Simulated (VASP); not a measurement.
# Be (R-3m) in VASP: single point with r2SCAN

Aim: the single point of Be with r2SCAN.

Everything below comes from runs of VASP 6.6.1. Logs are shortened: lines on timing, memory, paths and dates and some standing lists are left out, and cuts for length are marked.

### 1 The cell of the first run

Symmetry: R-3m, No. 166, trigonal system. Conventional cell: a = 2.256 Å, b = 2.256 Å, c = 16.125 Å, α = 90.00°, β = 90.00°, γ = 120.00°. Within 2.9 Å of Be (site symmetry -3m) lie 12 Be at 2.22 to 2.26 Å. Be (site symmetry 3m) has 12 Be at 2.20 to 2.26 Å within 2.9 Å.

### 2 Single point, r2SCAN

The input, POSCAR:

```
Be
1.0
    2.2564162074      0.0000000000      0.0000000000
   -1.1282081037      1.9541137571      0.0000000000
    0.0000000000      0.0000000000     16.1246883651
Be
9
Direct
    0.0000000000      0.0000000000      0.0000000000
    0.3333333333      0.6666666667      0.1117370473
    0.0000000000      0.0000000000      0.2215962860
    0.3333333333      0.6666666667      0.3333333333
    0.6666666667      0.3333333333      0.4450703806
    0.3333333333      0.6666666667      0.5549296194
    0.6666666667      0.3333333333      0.6666666667
    0.0000000000      0.0000000000      0.7784037140
    0.6666666667      0.3333333333      0.8882629527
```

The input, INCAR.step1:

```
SYSTEM = Be
PREC     = Accurate       ! precision mode
ENCUT    = 520            ! plane-wave cutoff, eV
ISMEAR   = 0              ! smearing method
SIGMA    = 0.1            ! smearing width, eV
LREAL    = .False.        ! projectors in reciprocal space
LASPH    = .True.         ! aspherical terms in the spheres
NELM     = 100            ! most SCF steps
NBANDS   = 19             ! bands
GGA      = PE             ! functional
ALGO     = Normal         ! electronic algorithm
EDIFF    = 1E-4           ! SCF threshold, eV
LWAVE    = .True.         ! write WAVECAR
LCHARG   = .False.        ! write CHGCAR
```

The input, INCAR.step2:

```
SYSTEM = Be
PREC     = Accurate       ! precision mode
ENCUT    = 520            ! plane-wave cutoff, eV
EDIFF    = 1E-7           ! SCF threshold, eV
ISMEAR   = 0              ! smearing method
SIGMA    = 0.1            ! smearing width, eV
LREAL    = .False.        ! projectors in reciprocal space
LASPH    = .True.         ! aspherical terms in the spheres
NELM     = 100            ! most SCF steps
ALGO     = Normal         ! electronic algorithm
ISIF     = 2              ! what is computed and relaxed
LWAVE    = .False.        ! write WAVECAR
LCHARG   = .True.         ! write CHGCAR
METAGGA  = R2SCAN         ! meta-GGA
LMIXTAU  = .True.       
LELF     = .True.         ! ELF
LVHAR    = .True.       
NBANDS   = 19             ! bands
ISTART   = 1
```

The input, KPOINTS:

```
Automatic mesh
0
Gamma
  21 21 3
  0 0 0
```

Potentials or basis: VASP PAW PBE potentials, release 64 (Be).

Launch:

```bash
$ cat potpaw_PBE.64/Be/POTCAR > POTCAR
$ cp INCAR.step1 INCAR
$ mpirun -np 1 vasp_std > vasp.out
$ cp INCAR.step2 INCAR
$ mpirun -np 1 vasp_std > vasp.out
```

OUTCAR:

```text
SYSTEM = Be
   PREC = Accurate
   ENCUT = 520
   EDIFF = 1E-7
   ISMEAR = 0
   LREAL = .False.
   LASPH = .True.
   NELM = 100
   ISIF = 2
   METAGGA = R2SCAN
   ISTART = 1

 ion  position               nearest neighbor table
   1  0.000  0.000  0.000-   2 2.22   9 2.22   2 2.22   9 2.22   9 2.22   2 2.22
   2  0.333  0.667  0.112-   3 2.20   3 2.20   3 2.20   1 2.22   1 2.22   1 2.22
   3  0.000  0.000  0.222-   2 2.20   2 2.20   2 2.20   4 2.22   4 2.22   4 2.22
   4  0.333  0.667  0.333-   5 2.22   3 2.22   5 2.22   3 2.22   3 2.22   5 2.22
   5  0.667  0.333  0.445-   6 2.20   6 2.20   6 2.20   4 2.22   4 2.22   4 2.22
   6  0.333  0.667  0.555-   5 2.20   5 2.20   5 2.20   7 2.22   7 2.22   7 2.22
   7  0.667  0.333  0.667-   6 2.22   8 2.22   6 2.22   8 2.22   8 2.22   6 2.22
   8  0.000  0.000  0.778-   9 2.20   9 2.20   9 2.20   7 2.22   7 2.22   7 2.22
   9  0.667  0.333  0.888-   8 2.20   8 2.20   8 2.20   1 2.22   1 2.22   1 2.22

  LATTYP: Found a hexagonal cell.
 ALAT       =     2.2564162074
 C/A-ratio  =     7.1461498602

  Lattice vectors:

 A1 = (   2.2564162074,   0.0000000000,   0.0000000000)
 A2 = (  -1.1282081037,   1.9541137571,   0.0000000000)
 A3 = (   0.0000000000,   0.0000000000,  16.1246883651)

Analysis of symmetry for initial positions (statically):
=====================================================================
 Subroutine PRICEL returns following result:

  LATTYP: Found a trigonal (rhomboedric) cell.
 ALAT       =     5.5305195368
 COS(alpha) =     0.9167706384

  Lattice vectors:

 A1 = (  -1.1282081036,   0.6513712523,  -5.3748961212)
 A2 = (   1.1282081035,   0.6513712525,  -5.3748961228)
 A3 = (   0.0000000001,  -1.3027425048,  -5.3748961212)

   3 primitive cells build up your supercell.

 Routine SETGRP: Setting up the symmetry group for a
 hexagonal supercell.

 Subroutine GETGRP returns: Found 12 space group operations
 (whereof 12 operations were pure point group operations)
 out of a pool of 24 trial point group operations.

The static configuration has the point symmetry D_3d.

Analysis of symmetry for dynamics (positions and initial velocities):
=====================================================================
 Subroutine PRICEL returns following result:

  LATTYP: Found a trigonal (rhomboedric) cell.
 ALAT       =     5.5305195368
 COS(alpha) =     0.9167706384

  Lattice vectors:

 A1 = (  -1.1282081036,   0.6513712523,  -5.3748961212)
 A2 = (   1.1282081035,   0.6513712525,  -5.3748961228)
 A3 = (   0.0000000001,  -1.3027425048,  -5.3748961212)

   3 primitive cells build up your supercell.

 Routine SETGRP: Setting up the symmetry group for a
 hexagonal supercell.

 Subroutine GETGRP returns: Found 12 space group operations
 (whereof 12 operations were pure point group operations)
 out of a pool of 24 trial point group operations.

The dynamic configuration has the point symmetry D_3d.

 Subroutine INISYM returns: Found 12 space group operations
 (whereof 12 operations are pure point group operations),
 and found     3 'primitive' translations

----------------------------------------------------------------------------------------

                                     Primitive cell

  volume of cell :      23.6995

  direct lattice vectors                    reciprocal lattice vectors
    -1.128208104  0.651371252 -5.374896121    -0.443180649  0.255870467 -0.062016702
     1.128208103  0.651371252 -5.374896123     0.443180649  0.255870467 -0.062016702
     0.000000000 -1.302742505 -5.374896121     0.000000000 -0.511740934 -0.062016702

  length of vectors
     5.530519537  5.530519538  5.530519537     0.515485068  0.515485068  0.515485068

  position of ions in fractional coordinates (direct lattice)
     0.000000000  0.000000000  0.000000000
     0.221596286  0.221596286  0.221596286
     0.778403714  0.778403714  0.778403714

  ion indices of the primitive-cell ions
   primitive index   ion index
                 1           1
                 2           8
                 3           3

----------------------------------------------------------------------------------------

 KPOINTS: Automatic mesh

Automatic generation of k-mesh.
 Grid dimensions read from file:
 generate k-points for:   21   21    3

 Generating k-lattice:

  Cartesian coordinates                     Fractional coordinates (reciprocal lattice)
     0.021103840  0.012184308  0.000000000     0.047619048  0.000000000  0.000000000
     0.000000000  0.024368616  0.000000000     0.000000000  0.047619048  0.000000000
     0.000000000  0.000000000  0.020672234     0.000000000  0.000000000  0.333333333

  Length of vectors
     0.024368616  0.024368616  0.020672234

  Shift w.r.t. Gamma in fractional coordinates (k-lattice)
     0.000000000  0.000000000  0.000000000

 Subroutine IBZKPT returns following result:
 ===========================================

 Found    133 irreducible k-points:

 Following reciprocal coordinates:
            Coordinates               Weight
  0.000000  0.000000  0.000000      1.000000
  0.047619  0.000000  0.000000      6.000000
  0.095238 -0.000000  0.000000      6.000000
  0.142857 -0.000000  0.000000      6.000000
  0.190476 -0.000000  0.000000      6.000000
  0.238095  0.000000  0.000000      6.000000
[... 16 lines left out ...]
  0.142857  0.095238  0.000000     12.000000
  0.190476  0.095238  0.000000     12.000000
 [... further k-points ...]
   k-points           NKPTS =    133   k-points in BZ     NKDIM =    133   number of bands    NBANDS=     19
   number of dos      NEDOS =    301   number of ions     NIONS =      9
   total plane-waves  NPLWV =  38880
   dimension x,y,z NGX =    18 NGY =   18 NGZ =  120
   dimension x,y,z NGXF=    36 NGYF=   36 NGZF=  240
   ions per type =               9
   NGX,Y,Z   is equivalent  to a cutoff of  13.26, 13.26, 12.37 a.u.
   NGXF,Y,Z  is equivalent  to a cutoff of  26.52, 26.52, 24.74 a.u.
 SYSTEM =  Be
   PREC   = accura    normal or accurate (medium, high low for compatibility)
   ISTART =      1    job   : 0-new  1-cont  2-samecut
   ICHARG =      0    charge: 1-file 2-atom 10-const
   ISPIN  =      1    spin polarized calculation?
   LNONCOLLINEAR =      F non collinear calculations
   LSORBIT =      F    spin-orbit coupling
   LASPH  =      T    aspherical Exc in radial PAW
   ENCUT  =  520.0 eV  38.22 Ry    6.18 a.u.   4.20  4.20 29.98*2*pi/ulx,y,z
   NELM   =    100;   NELMIN=  2; NELMDL=  0     # of ELM steps
   EDIFF  = 0.1E-06   stopping-criterion for ELM
   LREAL  =      F    real-space projection
   EDIFFG = 0.1E-05   stopping-criterion for IOM
   NSW    =      0    number of steps for IOM
   IBRION =     -1    ionic relax: 0-MD 1-quasi-New 2-CG
   NFREE  =      0    steps in history (QN), initial steepest desc. (CG)
   ISIF   =      2    stress and relaxation
   ISYM   =      2    0-nonsym 1-usesym 2-fastsym
   POTIM  = 0.5000    time-step for ionic-motion
   TEBEG  =    0.0;   TEEND  =   0.0 temperature during run
   PSTRESS=    0.0 pullay stress
   NELECT =      18.0000    total number of electrons
   NUPDOWN=      -1.0000    fix difference up-down
   EMIN   =  10.00;   EMAX   =-10.00  energy-range for DOS
   EFERMI =   0.00;   METHOD = LEGACY
   ISMEAR =     0;   SIGMA  =   0.10  broadening in eV -4-tet -1-fermi 0-gaus
   EFERMI_NEDOS =   21; number of points for ismear=-14 and -15
   IALGO  =     38    algorithm
   IMIX   =      4    mixing-type and parameters
     AMIX     =   0.40;   BMIX     =  1.00
     AMIX_MAG =   1.60;   BMIX_MAG =  1.00
  volume/ion in A,a.u.               =       7.90        53.31
  Fermi-wavevector in a.u.,A,eV,Ry     =   1.035648  1.957091 14.593159  1.072567
  Thomas-Fermi vector in A             =   2.170001
   LORBIT       =      0    0 simple, 1 ext, 2 COOP (PROOUT), +10 PAW based schemes
   METAGGA = R2SCAN    functional components
   LHFCALC =     F    Hartree Fock is set to
   AEXX    =    0.0000 exact exchange contribution
   IVDW    =     0    specifies the selected vdW correction
   LEPSILON=     F    determine dielectric tensor
   LRPA    =     F    only Hartree local field effects (RPA)
 non-spin polarized calculation
 Gauss-broadening in eV      SIGMA  =   0.10
  energy-cutoff  :      520.00
  volume of cell :       71.10
 maximum number of plane-waves:      1938
 NGX is ok and might be reduce to    18
   NGX =  9   NGY =  9   NGZ = 59

 number of electron      18.0000000 magnetization

 Free energy of the ion-electron system (eV)
  ---------------------------------------------------
  ext. energy  EPLUGINS =         0.00000000
  ---------------------------------------------------
  free energy    TOTEN  =       -38.85809195 eV

  energy without entropy =      -38.85433468  energy(sigma->0) =      -38.85621332

 E-fermi :   7.2553     XC(G=0): -11.2639

 val. band max:        7.2278329455   @ k =   0.3333   0.2857   0.0000
 cond. band min:       7.3220879281   @ k =   0.2857   0.2857   0.3333
 fundamental gap:      0.0942549826
 Fermi energy:         7.2553163936

 k-point     1 :       0.0000    0.0000    0.0000
  band No.  band energies     occupation
      1      -5.1101      2.00000
      2      -4.6518      2.00000
      3      -4.6518      2.00000
      4      -3.2801      2.00000
      5      -3.2801      2.00000
      6      -1.0440      2.00000
[... 11 lines left out ...]
     18      24.8327      0.00000
     19      24.8327      0.00000

 k-point     2 :       0.0476    0.0000    0.0000
  band No.  band energies     occupation
      1      -5.0392      2.00000
      2      -4.5807      2.00000
      3      -4.5807      2.00000
      4      -3.2081      2.00000
      5      -3.2081      2.00000
      6      -0.9694      2.00000
[... 476 lines left out ...]
 k-point    24 :       0.1905    0.0952    0.0000
  band No.  band energies     occupation
      1      -3.1226      2.00000
      2      -2.6650      2.00000
      3      -2.6607      2.00000
      4      -1.2835      2.00000
      5      -1.2785      2.00000
      6       0.9997      2.00000
[... 11 lines left out ...]
     18      18.0552      0.00000
     19      18.4306      0.00000

 [... further k-points ...]
[... 5 lines left out ...]
  --------------------------------------------------------------------------------------
  -------------------------------------------------------------------------------------
  Total        0.0689935      0.0689935      0.1019067      0.0000000      0.0000000      0.0000000
  in kB        1.5547420      1.5547420      2.2964292      0.0000000      0.0000000      0.0000000
  external PRESSURE =       1.8019711 kB  Pullay stress =       0.0000000 kB

 VOLUME and BASIS-vectors are now :
 -----------------------------------------------------------------------------
  energy-cutoff  :      520.00
  volume of cell :       71.10
      direct lattice vectors                 reciprocal lattice vectors
     2.256416207  0.000000000  0.000000000     0.443180649  0.255870467  0.000000000
    -1.128208104  1.954113757  0.000000000     0.000000000  0.511740934  0.000000000
     0.000000000  0.000000000 16.124688365     0.000000000  0.000000000  0.062016702

 POSITION                                       TOTAL-FORCE (eV/Angst)
 -----------------------------------------------------------------------------------
      0.00000      0.00000      0.00000         0.000000      0.000000      0.000000
     -0.00000      1.30274      1.80173        -0.000000      0.000000     -0.003463
      0.00000      0.00000      3.57317         0.000000     -0.000000      0.003463
     -0.00000      1.30274      5.37490         0.000000      0.000000     -0.000000
      1.12821      0.65137      7.17662        -0.000000      0.000000     -0.003463
     -0.00000      1.30274      8.94807         0.000000     -0.000000      0.003463
      1.12821      0.65137     10.74979         0.000000      0.000000      0.000000
      0.00000      0.00000     12.55152        -0.000000      0.000000     -0.003463
      1.12821      0.65137     14.32296         0.000000      0.000000      0.003463
 -----------------------------------------------------------------------------------
    total drift:                                0.000000      0.000000     -0.000000

  FREE ENERGIE OF THE ION-ELECTRON SYSTEM (eV)
  ---------------------------------------------------
  free  energy   TOTEN  =       -38.8580919514 eV

  energy  without entropy=      -38.8543346788  energy(sigma->0) =      -38.85621332
```

Run time: 9.7 min. Hardware: 1 thread of Intel Xeon Platinum 8488C (Sapphire Rapids), shared host; peak memory 0.27 GiB.

Results:

| Item | Value |
| --- | --- |
| Free energy | -38.8581 eV |
| Pressure | 0.2 GPa |
| Largest force | 0.003 eV/Å |
| Band gap on the k mesh | zero (band 9 reaches 8.02 eV, above the bottom of band 10 at 6.09 eV) |

Forces on the atoms (eV/Å):
```
Be   0.000  0.000  0.000
Be   0.000  0.000 -0.003
Be   0.000  0.000  0.003
Be   0.000  0.000  0.000
Be   0.000  0.000 -0.003
Be   0.000  0.000  0.003
Be   0.000  0.000  0.000
Be   0.000  0.000 -0.003
Be   0.000  0.000  0.003
```

Caveat: the PAW data sets were made with another functional, which shifts forces and pressure a little.
